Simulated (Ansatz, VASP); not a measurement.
**SrTiO3: VASP beside Ansatz**

File INCAR:

```
PREC = Accurate ; ENCUT = 520
EDIFF = 1E-7 ; ISMEAR = -1
SIGMA = 0.05 ; LREAL = False
LASPH = True ; NELM = 80
ALGO = Normal ; ISIF = 2
LWAVE = False ; LCHARG = False
GGA = PE ; NBANDS = 28
```

The input KPOINTS:

```
regular mesh
0
Gamma
  4 4 4
```

Contents of POSCAR:

```
SrTiO3
1.0
    3.9068515029      0.0000000000      0.0000000000
    0.0000000000      3.9068515029      0.0000000000
    0.0000000000      0.0000000000      3.9068515029
Sr Ti O
1 1 3
Direct
    0.0000000000      0.0000000000      0.0000000000
    0.5000000000      0.5000000000      0.5000000000
    0.5000000000      0.0000000000      0.5000000000
    0.5000000000      0.5000000000      0.0000000000
    0.0000000000      0.5000000000      0.5000000000
```

Input for Ansatz:

```yaml
crystal:
  lattice:
    - [3.9068515029, 0.0, 0.0]
    - [0.0, 3.9068515029, 0.0]
    - [0.0, 0.0, 3.9068515029]
  atoms:
    - { symbol: Sr, position: [0.0, 0.0, 0.0] }
    - { symbol: Ti, position: [0.5, 0.5, 0.5] }
    - { symbol: O, position: [0.5, 0.0, 0.5] }
    - { symbol: O, position: [0.5, 0.5, 0.0] }
    - { symbol: O, position: [0.0, 0.5, 0.5] }
kpoints:
  mp_grid: { grid: [4, 4, 4] }
hamiltonian:
  xc: pbe
scf:
  occupations: { method: fermi_dirac, width: 0.05 }
  n_extra_bands: 5
output:
  forces: true
  stress: true
  eigenvalues: true
```

Alike in both runs: task single point; functional PBE; k mesh 4 × 4 × 4; occupations fermi-dirac, width 0.05 eV; no spin polarisation.

```csv
,VASP,Ansatz
version,VASP 6.6.1,Ansatz 0.2.0
potentials or method,"VASP PAW PBE potentials, release 64 (Sr_sv, Ti_sv, O)",plane waves
plane-wave cutoff (eV),520,420
valence electrons in the cell,40,40
```

|  | VASP | Ansatz | Ansatz less VASP |
| --- | --- | --- | --- |
| gap on the k mesh at the Fermi level (eV) | 1.83 | 1.87 | +0.031 |
| pressure (GPa) | 4.7 | 4.1 | -0.64 |

With one functional, cell and mesh, what is left measures potentials, basis and numerics.
